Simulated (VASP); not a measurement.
A run of VASP 6.6.1 is set up as follows.

Contents of INCAR:

```
SYSTEM = MgB2
PREC = Accurate
ENCUT = 600
EDIFF = 1E-6
ISMEAR = -1
SIGMA = 0.2
LREAL = .FALSE.
LASPH = .TRUE.
NELM = 120
ALGO = Normal
ISIF = 2
LWAVE = .FALSE.
LCHARG = .FALSE.
GGA = PE
NBANDS = 11
GGA_COMPAT = .FALSE.
```

Contents of KPOINTS:

```
Automatic mesh
0
G
  6 6 4
  0 0 0
```

The input POSCAR:

```
MgB2
1.0
    3.0830000000      0.0000000000      0.0000000000
   -1.5415000000      2.6699563199      0.0000000000
    0.0000000000      0.0000000000      3.5210000000
Mg B
1 2
Direct
    0.0000000000      0.0000000000      0.0000000000
    0.3333333333      0.6666666667      0.5000000000
    0.6666666667      0.3333333333      0.5000000000
```

Potentials or basis: VASP PAW PBE potentials, release 64 (Mg, B).

Launch:

```sh
$ cat potpaw_PBE.64/Mg/POTCAR potpaw_PBE.64/B/POTCAR > POTCAR
$ mpirun -np 1 vasp_std > vasp.out
```

Task: Predict the band gap on the k mesh.

Result: Zero (bands 4 and 5 overlap by 3.81 eV).

Task: Estimate the pressure.

Result: -1.0 GPa.

Stress tensor (GPa, compression positive):
```
-0.31  0.00  0.00
 0.00 -0.31  0.00
 0.00  0.00 -2.31
```

Caveat: the k points lie up to 0.45 Å⁻¹ apart, too coarse for converged energies and pressures of a metal.
